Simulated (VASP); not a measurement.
# Al16Si in VASP: further runs

The runs below take Al16Si through single point, with LDA.

Program: VASP 6.6.1. These are calculated values, not measurements. Logs are shortened: lines on timing, memory, paths and dates and some standing lists are left out, and cuts for length are marked.

## (1) The cell of the first run

The cell holds a slab with vacuum, 17 atoms: a = 5.728 Å, b = 5.728 Å, c = 19.015 Å, α = 90.00°, β = 90.00°, γ = 60.00°.

## (2) Single point, LDA

The input, INCAR:

```
  PREC = Accurate
  ENCUT = 520
  EDIFF = 1E-6
  ISMEAR = 0
  SIGMA = 0.05
  LREAL = Auto
  LASPH = True
  NELM = 100
  ALGO = Normal
  ISIF = 2
  LWAVE = False
  LCHARG = False
  GGA = CA
  NBANDS = 40
```

The input, KPOINTS:

```
regular mesh
0
Gamma
  4 4 1
```

The input, POSCAR:

```
Al16Si
1.0
    5.7275651202      0.0000002887      0.0000000000
    2.8637823101      4.9602170403      0.0000000000
    0.0000000000      0.0000000000     19.0148060000
Al Si
16 1
Direct
    0.0000000000      0.0000000000      0.0525906000
    0.4999999950      0.0000000100      0.0525906000
    0.0000000100      0.4999999950      0.0525906000
    0.4999999950      0.4999999950      0.0525906000
    0.1682398482      0.1682398482      0.1715578458
    0.6635203036      0.1682398482      0.1715578458
    0.1682398482      0.6635203036      0.1715578458
    0.6666666667      0.6666666667      0.1705529639
   -0.1696719516      0.3393439031      0.2870062576
    0.3333333333      0.3333333333      0.2860570655
   -0.1696719516      0.8303280484      0.2870062576
    0.3393439031      0.8303280484      0.2870062576
    0.0000000000      0.0000000000      0.4034431126
    0.4915031779      0.0169936443      0.4052836785
    0.0169936443      0.4915031779      0.4052836785
    0.4915031779      0.4915031779      0.4052836785
    0.6666666667      0.6666666667      0.4953276229
```

Potentials or basis: VASP PAW LDA potentials, release 64 (Al, Si).

On the command line:

```console
$ cat potpaw_LDA.64/Al/POTCAR potpaw_LDA.64/Si/POTCAR > POTCAR
$ mpirun -np 1 vasp_std > vasp.out
```

OUTCAR:

```text
PREC = Accurate
   ENCUT = 520
   EDIFF = 1E-6
   ISMEAR = 0
   LREAL = Auto
   LASPH = True
   NELM = 100
   ISIF = 2
   GGA = CA

 ion  position               nearest neighbor table
   1  0.000  0.000  0.053-   6 2.81   5 2.81   7 2.81   2 2.86   2 2.86   4 2.86   4 2.86   3 2.86
                             3 2.86
   2  0.500  0.000  0.053-   8 2.79   5 2.80   6 2.80   3 2.86   4 2.86   1 2.86   1 2.86   3 2.86
                             4 2.86
   3  0.000  0.500  0.053-   8 2.79   7 2.80   5 2.80   4 2.86   2 2.86   1 2.86   1 2.86   4 2.86
                             2 2.86
   4  0.500  0.500  0.053-   8 2.79   7 2.80   6 2.80   3 2.86   2 2.86   1 2.86   1 2.86   3 2.86
                             2 2.86
   5  0.168  0.168  0.172-  10 2.72   9 2.76  12 2.76   2 2.80   3 2.80   1 2.81   6 2.84   7 2.84
                             8 2.86   8 2.86   6 2.89   7 2.89
   6  0.664  0.168  0.172-  10 2.72   9 2.76  11 2.76   2 2.80   4 2.80   1 2.81   5 2.84   7 2.84
                             8 2.86   8 2.86   5 2.89   7 2.89
   7  0.168  0.664  0.172-  10 2.72  12 2.76  11 2.76   4 2.80   3 2.80   1 2.81   6 2.84   5 2.84
                             8 2.86   8 2.86   6 2.89   5 2.89
   8  0.667  0.667  0.171-  11 2.75  12 2.75   9 2.75   3 2.79   2 2.79   4 2.79   7 2.86   6 2.86
                             5 2.86   5 2.86   7 2.86   6 2.86
   9  0.830  0.339  0.287-   8 2.75   6 2.76   5 2.76  13 2.78  16 2.81  15 2.81  12 2.81  11 2.81
                            10 2.86  10 2.86  12 2.92  11 2.92
  10  0.333  0.333  0.286-   5 2.72   6 2.72   7 2.72  15 2.76  14 2.76  16 2.76   9 2.86   9 2.86
                            11 2.86  11 2.86  12 2.86  12 2.86
  11  0.830  0.830  0.287-   8 2.75   7 2.76   6 2.76  13 2.78  14 2.81  15 2.81  12 2.81   9 2.81
                            10 2.86  10 2.86  12 2.92   9 2.92
  12  0.339  0.830  0.287-   8 2.75   7 2.76   5 2.76  13 2.78  16 2.81  14 2.81  11 2.81   9 2.81
                            10 2.86  10 2.86  11 2.92   9 2.92
  13  0.000  0.000  0.403-  12 2.78   9 2.78  11 2.78  14 2.87  15 2.87  16 2.87  16 2.87  14 2.87
                            15 2.87
  14  0.492  0.017  0.405-  17 2.44  15 2.72  16 2.72  10 2.76  11 2.81  12 2.81  13 2.87  13 2.87
                            15 3.01  16 3.01
  15  0.017  0.492  0.405-  17 2.44  16 2.72  14 2.72  10 2.76  11 2.81   9 2.81  13 2.87  13 2.87
                            16 3.01  14 3.01
  16  0.492  0.492  0.405-  17 2.44  15 2.72  14 2.72  10 2.76   9 2.81  12 2.81  13 2.87  13 2.87
                            15 3.01  14 3.01
  17  0.667  0.667  0.495-  15 2.44  16 2.44  14 2.44

  LATTYP: Found a hexagonal cell.
 ALAT       =     5.7275651202
 C/A-ratio  =     3.3198760033

  Lattice vectors:

 A1 = (  -2.8637823101,  -4.9602170403,   0.0000000000)
 A2 = (   5.7275651202,   0.0000002887,   0.0000000000)
 A3 = (   0.0000000000,   0.0000000000,  19.0148060000)

Analysis of symmetry for initial positions (statically):
=====================================================================
 Subroutine PRICEL returns:
 Original cell was already a primitive cell.

 Routine SETGRP: Setting up the symmetry group for a
 hexagonal supercell.

 Subroutine GETGRP returns: Found  6 space group operations
 (whereof  6 operations were pure point group operations)
 out of a pool of 24 trial point group operations.

The static configuration has the point symmetry C_3v.

Analysis of symmetry for dynamics (positions and initial velocities):
=====================================================================
 Subroutine PRICEL returns:
 Original cell was already a primitive cell.

 Routine SETGRP: Setting up the symmetry group for a
 hexagonal supercell.

 Subroutine GETGRP returns: Found  6 space group operations
 (whereof  6 operations were pure point group operations)
 out of a pool of 24 trial point group operations.

The dynamic configuration has the point symmetry C_3v.

 Subroutine INISYM returns: Found  6 space group operations
 (whereof  6 operations are pure point group operations),
 and found     1 'primitive' translations

----------------------------------------------------------------------------------------

                                     Primitive cell

  volume of cell :     540.2100

  direct lattice vectors                    reciprocal lattice vectors
     5.727565120  0.000000289  0.000000000     0.174594266 -0.100802035  0.000000000
     2.863782310  4.960217040  0.000000000    -0.000000010  0.201604087  0.000000000
     0.000000000  0.000000000 19.014806000     0.000000000  0.000000000  0.052590597
[... 44 lines left out ...]

 KPOINTS: regular mesh

Automatic generation of k-mesh.
 Grid dimensions read from file:
 generate k-points for:    4    4    1

 Generating k-lattice:

  Cartesian coordinates                     Fractional coordinates (reciprocal lattice)
[... 29 lines left out ...]
 SYSTEM =  unknown system
   PREC   = accura    normal or accurate (medium, high low for compatibility)
   ISTART =      0    job   : 0-new  1-cont  2-samecut
   ICHARG =      2    charge: 1-file 2-atom 10-const
   ISPIN  =      1    spin polarized calculation?
   LNONCOLLINEAR =      F non collinear calculations
   LSORBIT =      F    spin-orbit coupling
   LASPH  =      T    aspherical Exc in radial PAW
   ENCUT  =  520.0 eV  38.22 Ry    6.18 a.u.  10.65 10.65 35.35*2*pi/ulx,y,z
   NELM   =    100;   NELMIN=  2; NELMDL= -5     # of ELM steps
   EDIFF  = 0.1E-05   stopping-criterion for ELM
   LREAL  =      T    real-space projection
   EDIFFG = 0.1E-04   stopping-criterion for IOM
   NSW    =      0    number of steps for IOM
   IBRION =     -1    ionic relax: 0-MD 1-quasi-New 2-CG
   NFREE  =      0    steps in history (QN), initial steepest desc. (CG)
   ISIF   =      2    stress and relaxation
   ISYM   =      2    0-nonsym 1-usesym 2-fastsym
   POTIM  = 0.5000    time-step for ionic-motion
   TEBEG  =    0.0;   TEEND  =   0.0 temperature during run
   PSTRESS=    0.0 pullay stress
   NELECT =      52.0000    total number of electrons
   NUPDOWN=      -1.0000    fix difference up-down
   EMIN   =  10.00;   EMAX   =-10.00  energy-range for DOS
   EFERMI =   0.00;   METHOD = LEGACY
   ISMEAR =     0;   SIGMA  =   0.05  broadening in eV -4-tet -1-fermi 0-gaus
   EFERMI_NEDOS =   21; number of points for ismear=-14 and -15
   IALGO  =     38    algorithm
   IMIX   =      4    mixing-type and parameters
     AMIX     =   0.40;   BMIX     =  1.00
     AMIX_MAG =   1.60;   BMIX_MAG =  1.00
  volume/ion in A,a.u.               =      31.78       214.44
  Fermi-wavevector in a.u.,A,eV,Ry     =   0.750277  1.417818  7.658935  0.562916
  Thomas-Fermi vector in A             =   1.846991
   LORBIT       =      0    0 simple, 1 ext, 2 COOP (PROOUT), +10 PAW based schemes
   GGA     = CA    functional components
   LHFCALC =     F    Hartree Fock is set to
   AEXX    =    0.0000 exact exchange contribution
   IVDW    =     0    specifies the selected vdW correction
   LEPSILON=     F    determine dielectric tensor
   LRPA    =     F    only Hartree local field effects (RPA)
 non-spin polarized calculation
 Gauss-broadening in eV      SIGMA  =   0.05
  energy-cutoff  :      520.00
  volume of cell :      540.21
 maximum number of plane-waves:     14627
 NGX is ok and might be reduce to    48
   NGX = 21   NGY = 21   NGZ = 71

 number of electron      52.0000000 magnetization

 Free energy of the ion-electron system (eV)
  ---------------------------------------------------
  ext. energy  EPLUGINS =         0.00000000
  ---------------------------------------------------
  free energy    TOTEN  =       -68.73516167 eV

  energy without entropy =      -68.72457145  energy(sigma->0) =      -68.72986656

 E-fermi :   1.9361     XC(G=0):  -6.2956

 val. band max:        1.8261779727   @ k =   0.5000   0.2500   0.0000
 cond. band min:       1.9545571488   @ k =   0.5000   0.2500   0.0000
 fundamental gap:      0.1283791761
 Fermi energy:         1.9360507286

 k-point     1 :       0.0000    0.0000    0.0000
  band No.  band energies     occupation
      1      -9.1271      2.00000
      2      -8.1139      2.00000
      3      -6.7181      2.00000
      4      -5.0826      2.00000
      5      -3.4227      2.00000
      6      -3.2950      2.00000
[... 153 lines left out ...]
     37       4.7290      0.00000
     38       4.8747      0.00000
 [bands above 38 left out]

------------------------ aborting loop because EDIFF is reached ----------------------------------------

  FORCE on cell =-STRESS in cart. coord.  units (eV):
  Direction    XX          YY          ZZ          XY          YZ          ZX
  --------------------------------------------------------------------------------------
  -------------------------------------------------------------------------------------
  Total       -3.0681039     -3.0681039      0.0882686     -0.0000000     -0.0000000      0.0000000
  in kB       -9.0995107     -9.0995107      0.2617907     -0.0000000     -0.0000000      0.0000000
  external PRESSURE =      -5.9790769 kB  Pullay stress =       0.0000000 kB

 VOLUME and BASIS-vectors are now :
 -----------------------------------------------------------------------------
  energy-cutoff  :      520.00
  volume of cell :      540.21
      direct lattice vectors                 reciprocal lattice vectors
     5.727565120  0.000000289  0.000000000     0.174594266 -0.100802035  0.000000000
     2.863782310  4.960217040  0.000000000    -0.000000010  0.201604087  0.000000000
     0.000000000  0.000000000 19.014806000     0.000000000  0.000000000  0.052590597

 POSITION                                       TOTAL-FORCE (eV/Angst)
 -----------------------------------------------------------------------------------
      0.00000      0.00000      1.00000        -0.000000     -0.000000      0.043741
      2.86378      0.00000      1.00000         0.000000     -0.241157     -0.014343
      1.43189      2.48011      1.00000        -0.208848      0.120579     -0.014343
      4.29567      2.48011      1.00000         0.208848      0.120579     -0.014343
      1.44541      0.83451      3.26214        -0.005748     -0.003318     -0.003517
      4.28216      0.83451      3.26214         0.005748     -0.003318     -0.003517
[... 9 lines left out ...]
      4.22267      2.43796      7.70639         0.001025      0.000592     -0.000142
      5.72756      3.30681      9.41856        -0.000000     -0.000000      0.012173
 -----------------------------------------------------------------------------------
    total drift:                               -0.000000     -0.000000      0.023044

  FREE ENERGIE OF THE ION-ELECTRON SYSTEM (eV)
  ---------------------------------------------------
  free  energy   TOTEN  =       -68.7351616722 eV

  energy  without entropy=      -68.7245714535  energy(sigma->0) =      -68.72986656
```

Run time: 1.8 min. Hardware: 1 thread of Intel Xeon 6975P-C (Granite Rapids), shared host; peak memory 0.49 GiB.

What came out:

- Free energy: -68.7352 eV
- Largest force: 0.242 eV/Å
- Band gap on the k mesh: zero (band 26 reaches 2.05 eV, above the bottom of band 27 at 1.55 eV)

Forces on the atoms (eV/Å):
```
Al   0.000  0.000  0.044
Al   0.000 -0.241 -0.014
Al  -0.209  0.121 -0.014
Al   0.209  0.121 -0.014
Al  -0.006 -0.003 -0.004
Al   0.006 -0.003 -0.004
Al   0.000  0.007 -0.004
Al   0.000  0.000  0.002
Al   0.000 -0.005 -0.003
Al   0.000  0.000  0.005
Al   0.004  0.002 -0.003
Al  -0.004  0.002 -0.003
Al   0.000  0.000 -0.001
Al   0.000 -0.001  0.000
Al  -0.001  0.001  0.000
Al   0.001  0.001  0.000
Si   0.000  0.000  0.012
```

## (3) Single point, LDA

The input, INCAR:

```
SYSTEM = Al16Si
PREC = Accurate ; ENCUT = 520
EDIFF = 1E-6 ; ISMEAR = 0
SIGMA = 0.05 ; LREAL = Auto
LASPH = .TRUE. ; NELM = 100
ALGO = Normal ; ISIF = 2
LWAVE = .FALSE. ; LCHARG = .FALSE.
GGA = CA ; NBANDS = 40
```

The input, KPOINTS:

```
Automatic mesh
0
G
  4 4 1
  0 0 0
```

The input, POSCAR:

```
Al16Si
1.0
    5.7275650000      0.0000000000      0.0000000000
    2.8637820000      4.9602170000      0.0000000000
    0.0000000000      0.0000000000     19.0148060000
Al Si
16 1
Direct
    0.0000000000      0.0000000000      0.0525905970
    0.5000000873      0.0000000000      0.0525905970
   -0.0000000504      0.5000001008      0.0525905970
    0.5000000369      0.5000001008      0.0525905970
    0.1682398787      0.1682398169      0.1715578376
    0.6635203338      0.1682398169      0.1715578376
    0.1682397876      0.6635203661      0.1715578376
    0.6666666577      0.6666668011      0.1705529365
   -0.1696718819      0.3393438231      0.2870062413
    0.3333334161      0.3333334005      0.2860570863
   -0.1696718143      0.8303279877      0.2870062413
    0.3393439716      0.8303279877      0.2870062413
    0.0000000000      0.0000000000      0.4034430854
    0.4915032831      0.0169936114      0.4052837037
    0.0169936592      0.4915030935      0.4052837037
    0.4915032323      0.4915032951      0.4052837037
    0.6666666577      0.6666668011      0.4953276410
```

Potentials or basis: VASP PAW LDA potentials, release 64 (Al, Si).

On the command line:

```console
$ cat potpaw_LDA.64/Al/POTCAR potpaw_LDA.64/Si/POTCAR > POTCAR
$ mpirun -np 1 vasp_std > vasp.out
```

Run time: 2.1 min. Hardware: 1 thread of Intel Xeon 6975P-C (Granite Rapids), shared host; peak memory 0.5 GiB.

Results (log left out):

```yaml
Free_energy: -68.7352 eV
Largest_force: 0.242 eV/Å
Band_gap_on_the_k_mesh: zero (band 26 reaches 2.05 eV, above the bottom of band 27 at 1.55 eV)
```

Forces in eV/Å, atoms in the order of the input:
```
Al   0.000  0.000  0.044
Al   0.000 -0.241 -0.014
Al  -0.209  0.121 -0.014
Al   0.209  0.121 -0.014
Al  -0.006 -0.003 -0.004
Al   0.006 -0.003 -0.004
Al   0.000  0.007 -0.004
Al   0.000  0.000  0.002
Al   0.000 -0.005 -0.003
Al   0.000  0.000  0.005
Al   0.004  0.002 -0.003
Al  -0.004  0.002 -0.003
Al   0.000  0.000 -0.001
Al   0.000 -0.001  0.000
Al  -0.001  0.001  0.000
Al   0.001  0.001  0.000
Si   0.000  0.000  0.012
```

Levels at points of the mesh, in eV from the Fermi level:
| k point | band 22 | band 23 | band 24 | band 25 | band 26 | band 27 | band 28 | band 29 | band 30 | band 31 |
| --- | --- | --- | --- | --- | --- | --- | --- | --- | --- | --- |
| (0.00, 0.00, 0.00) | -2.43 | -2.37 | -1.95 | -0.98 | -0.98 | -0.31 | 0.03 | 0.16 | 0.16 | 0.25 |
| (0.50, 0.00, 0.00) | -0.90 | -0.80 | -0.37 | -0.34 | 0.11 | 0.14 | 0.45 | 0.53 | 0.93 | 1.13 |

## (4) Single point, LDA

The input, INCAR:

```
PREC = Accurate ; ENCUT = 520
EDIFF = 1E-6 ; ISMEAR = 0
SIGMA = 0.05 ; LREAL = Auto
LASPH = T ; NELM = 80
ALGO = Normal ; ISIF = 2
LWAVE = F ; LCHARG = F
GGA = CA ; NBANDS = 40
```

The input, KPOINTS:

```
regular mesh
0
Gamma
  4 4 1
```

The input, POSCAR:

```
Al16Si
1.0
    5.7275650000      0.0000000000      0.0000000000
    2.8637820000      4.9602170000      0.0000000000
    0.0000000000      0.0000000000     19.0148060000
Al Si
16 1
Direct
    0.0000000000      0.0000000000      0.0525906000
    0.5000000000      0.0000000000      0.0525906000
    0.0000000000      0.5000000000      0.0525906000
    0.5000000000      0.5000000000      0.0525906000
    0.1623605805      0.1684692162      0.1715318062
    0.6691330555      0.1684784400      0.1715381054
    0.1667806809      0.6664130667      0.1728745195
    0.6689938375      0.6619661633      0.1714407749
   -0.1664778134      0.3329030600      0.2896205764
    0.3355999725      0.3287035276      0.2880363610
   -0.1702876752      0.8344305466      0.2878383457
    0.3357716113      0.8344411969      0.2878237596
    0.0130198061     -0.0260298579      0.4063732463
    0.4998775116      0.0003077267      0.4071595914
    0.0115930899      0.5116135113      0.4069760296
    0.4765788265      0.5117255467      0.4069348352
    0.8353369859      0.3288050488      0.4940060500
```

On the command line:

```console
$ cat potpaw_LDA.64/Al/POTCAR potpaw_LDA.64/Si/POTCAR > POTCAR
$ mpirun -np 1 vasp_std > vasp.out
```

It took 4.5 min on 1 thread of Intel Xeon 6975P-C (Granite Rapids), shared host; peak memory 0.54 GiB.

Results (log left out):

| Quantity | Value |
| --- | --- |
| Free energy | -68.8591 eV |
| Largest force | 0.055 eV/Å |
| Band gap on the k mesh | zero (band 26 reaches 2.07 eV, above the bottom of band 27 at 1.47 eV) |

Forces in eV/Å, atoms in the order of the input:
```
Al   0.000  0.038 -0.023
Al   0.000  0.001  0.055
Al  -0.029 -0.021 -0.020
Al   0.029 -0.022 -0.020
Al   0.004  0.001 -0.001
Al  -0.004  0.000 -0.002
Al   0.000 -0.003 -0.001
Al   0.000  0.000  0.001
Al   0.000 -0.002 -0.007
Al   0.000  0.002 -0.004
Al  -0.002  0.001  0.002
Al   0.003  0.002  0.002
Al  -0.001  0.000 -0.001
Al   0.000 -0.004  0.000
Al   0.004 -0.008 -0.002
Al  -0.004 -0.009 -0.002
Si   0.001  0.025  0.024
```

Levels at points of the mesh, in eV from the Fermi level:
```csv
k point,band 21,band 22,band 23,band 24,band 25,band 26,band 27,band 28,band 29,band 30
"(0.00, 0.00, 0.00)",-2.43,-2.43,-2.38,-2.05,-0.84,-0.83,-0.50,-0.04,0.10,0.10
"(0.50, 0.00, 0.00)",-1.05,-1.00,-0.82,-0.45,-0.27,0.11,0.24,0.38,0.70,0.73
"(0.50, 0.50, 0.00)",-1.05,-1.00,-0.82,-0.45,-0.27,0.11,0.24,0.38,0.70,0.73
"(0.00, 0.50, 0.00)",-1.05,-1.00,-0.82,-0.44,-0.27,0.10,0.24,0.38,0.70,0.73
```

## (5) Single point, LDA

The input, INCAR:

```
SYSTEM = Al16Si
PREC = Accurate
ENCUT = 520
EDIFF = 1E-6
ISMEAR = 0
SIGMA = 0.05
LREAL = Auto
LASPH = .True.
NELM = 80
ALGO = Normal
ISIF = 2
LWAVE = .False.
LCHARG = .True.
LELF = .True.
LVHAR = .True.
NBANDS = 40
```

The input, KPOINTS:

```
regular mesh
0
Gamma
  4 4 1
  0 0 0
```

The input, POSCAR:

```
Al16Si
1.0
    5.7275650000      0.0000000000      0.0000000000
    2.8637820000      4.9602170000      0.0000000000
    0.0000000000      0.0000000000     19.0148060000
Al Si
16 1
Direct
    0.0000000000      0.0000000000      0.0525905970
    0.5000000873      0.0000000000      0.0525905970
   -0.0000000504      0.5000001008      0.0525905970
    0.5000000369      0.5000001008      0.0525905970
    0.1623605871      0.1684692424      0.1715318053
    0.6691330885      0.1684785162      0.1715381161
    0.1667807347      0.6664129815      0.1728744958
    0.6689937366      0.6619662003      0.1714407709
   -0.1664778226      0.3329029758      0.2896205725
    0.3355999720      0.3287035628      0.2880363860
   -0.1702877961      0.8344306308      0.2878383298
    0.3357715813      0.8344411142      0.2878237622
    0.0130198412     -0.0260299096      0.4063732756
    0.4998775158      0.0003076478      0.4071596103
    0.0115931388      0.5116135040      0.4069760165
    0.4765788690      0.5117255959      0.4069348380
    0.8353370493      0.3288049696      0.4940060393
```

On the command line:

```console
$ cat potpaw_LDA.64/Al/POTCAR potpaw_LDA.64/Si/POTCAR > POTCAR
$ mpirun -np 1 vasp_std > vasp.out
```

Run time: 6.3 min. Hardware: 1 thread of Intel Xeon 6975P-C (Granite Rapids), shared host; peak memory 0.54 GiB.

Results (log left out):

```yaml
Free_energy: -68.8591 eV
Largest_force: 0.055 eV/Å
Band_gap_on_the_k_mesh: zero (band 26 reaches 2.07 eV, above the bottom of band 27 at 1.47 eV)
```

Forces on the atoms (eV/Å):
```
Al   0.000  0.038 -0.023
Al   0.000  0.001  0.055
Al  -0.029 -0.021 -0.020
Al   0.029 -0.022 -0.020
Al   0.004  0.001 -0.001
Al  -0.004  0.000 -0.002
Al   0.000 -0.003 -0.001
Al   0.000  0.000  0.001
Al   0.000 -0.002 -0.007
Al   0.000  0.002 -0.004
Al  -0.002  0.001  0.002
Al   0.003  0.002  0.002
Al  -0.001  0.000 -0.001
Al   0.000 -0.004  0.000
Al   0.004 -0.008 -0.002
Al  -0.004 -0.009 -0.002
Si   0.001  0.025  0.024
```

Levels at points of the mesh, in eV from the Fermi level:
```
           k point  band 23  band 24  band 25  band 26  band 27  band 28
(0.00, 0.00, 0.00)    -2.38    -2.05    -0.84    -0.83    -0.50    -0.04
(0.50, 0.00, 0.00)    -0.82    -0.45    -0.27     0.11     0.24     0.38
(0.50, 0.50, 0.00)    -0.82    -0.45    -0.27     0.11     0.24     0.38
(0.00, 0.50, 0.00)    -0.82    -0.44    -0.27     0.10     0.24     0.38
```
